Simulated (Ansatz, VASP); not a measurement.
**C: VASP beside Ansatz**

```
C
1.0
     2.59768    0.00000    0.00000
    -1.29884    2.24966    0.00000
     0.00000    0.00000    8.28032
C
8
Direct
  0.00000 0.00000 0.09293
  0.00000 0.00000 0.59293
  0.00000 0.00000 0.40707
  0.00000 0.00000 0.90707
  0.33333 0.66667 0.15550
  0.66667 0.33333 0.65550
  0.33333 0.66667 0.34450
  0.66667 0.33333 0.84450
```

Change from the starting cell: strain +0.0350 x Voigt [1, 1, 0, 0, 0, 0], atoms carried along.

Alike in both runs: task single point; functional r2SCAN; k mesh 12 × 12 × 4; occupations gaussian, width 0.05 eV; no spin polarisation.

|  | VASP | Ansatz |
| --- | --- | --- |
| version | VASP 6.6.1 | Ansatz 0.2.0 |
| potentials or method | VASP PAW PBE potentials, release 64 (C), cutoff 520 eV | scalar-relativistic, plane waves, PAW |
| valence electrons in the cell | 32 | 32 |

```tsv
	VASP	Ansatz	Ansatz less VASP
gap on the k mesh at the Fermi level (eV)	4.19	4.21	+0.021
least direct gap on the mesh (eV)	4.99	5.03	+0.040
pressure (GPa)	-25.8	-26.7	-0.86
traceless stress, the component that is largest in VASP (GPa)	25.02	24.89	-0.135
rms of the force components (eV/Å)	0.028	0.028	-0.0001
```

VASP's potentials were made for PBE, not for r2SCAN. Atom by atom the forces differ by 0.006 eV/Å (rms over components).
